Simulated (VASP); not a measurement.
Wanted: the native input for a VASP 6.6.1 run.

```yaml
Task: single point
Functional: PBE
Potentials_or_basis: VASP PAW PBE potentials, release 64 (Cs_sv, Pb_d, Cl)
Cutoff: 520 eV
k_mesh: 6 × 6 × 6
Occupations: gaussian, width 0.02 eV
Spin: no spin polarisation
Dipole_correction: no
Further_INCAR_settings: ALGO = Normal; EDIFF = 1e-07; NBANDS = 30
```

The structure of CsPbCl3 lies in POSCAR:

```
CsPbCl3
1.0
    5.7352733117      0.0000000000      0.0000000000
    0.0000000000      5.7352733117      0.0000000000
    0.0000000000      0.0000000000      5.7352733117
Cs Pb Cl
1 1 3
Direct
    0.0000000000      0.0000000000      0.0000000000
    0.5000000000      0.5000000000      0.5000000000
    0.5000000000      0.5000000000      0.0000000000
    0.0000000000      0.5000000000      0.5000000000
    0.5000000000      0.0000000000      0.5000000000
```

These files were run (other wordings do the same):

INCAR

```
SYSTEM = CsPbCl3
  ALGO = Normal
  EDIFF = 1E-7
  ENCUT = 520
  GGA = PE
  ISIF = 2
  ISMEAR = 0
  LASPH = .True.
  LCHARG = .True.
  LELF = .True.
  LREAL = .False.
  LVHAR = .True.
  LWAVE = .False.
  NBANDS = 30
  NELM = 100
  PREC = Accurate
  SIGMA = 0.02
```

KPOINTS

```
k-points
0
Gamma
  6 6 6
  0 0 0
```

Potentials or basis: VASP PAW PBE potentials, release 64 (Cs_sv, Pb_d, Cl).

Run with:

```bash
$ cat potpaw_PBE.64/Cs_sv/POTCAR potpaw_PBE.64/Pb_d/POTCAR potpaw_PBE.64/Cl/POTCAR > POTCAR
$ mpirun -np 1 vasp_std > vasp.out
```

It gave:

```yaml
Pressure: 0.0 GPa
Band_gap_on_the_k_mesh: 2.22 eV, direct
```

Caveat: spin-orbit coupling is left out, which moves the levels of the heavy elements.

Wall time 74 s on 1 thread of AMD EPYC 9R45 96-Core Processor (Zen 5), with other jobs on the host, peak memory 0.35 GiB.
